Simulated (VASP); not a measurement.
**In: single point with LDA**

The system is In.

```
In
1.0
     3.01060    0.00000    0.00000
     0.00000    3.01060    0.00000
     0.00000    0.00000    3.01060
In
1
Direct
  0.00000 0.00000 0.00000
```

This cell differs from its parent crystal: volume scaled by 1.04.

```yaml
Program: VASP 6.6.1
Task: single point
Functional: LDA
Potentials_or_basis: VASP PAW LDA potentials, release 64 (In_d)
Cutoff: 520 eV
k_mesh: 12 × 12 × 12
Occupations: fermi-dirac, width 0.1 eV
Spin: no spin polarisation
```

The pressure is -1.7 GPa.

Levels at points of the mesh, in eV from the Fermi level:
```
           k point  band 3  band 4  band 5  band 6  band 7  band 8  band 9  band 10
(0.00, 0.00, 0.00)  -14.15  -14.15  -14.15   -9.29    7.45    7.45    7.45    10.87
(0.50, 0.00, 0.00)  -14.37  -14.37  -14.13   -5.48   -3.51   10.62   10.62    12.93
(0.50, 0.50, 0.00)  -14.34  -14.34  -13.92   -1.54   -0.66   -0.66    4.05    14.35
(0.50, 0.50, 0.50)  -14.66  -13.90  -13.90    2.13    2.13    2.13    3.12     7.45
```

Run time: 11 s on 1 thread of Intel(R) Xeon(R) Platinum 8488C (Sapphire Rapids) (shared host), peak memory 0.14 GiB.

Caveat: spin-orbit coupling is left out, which moves the levels of the heavy elements.
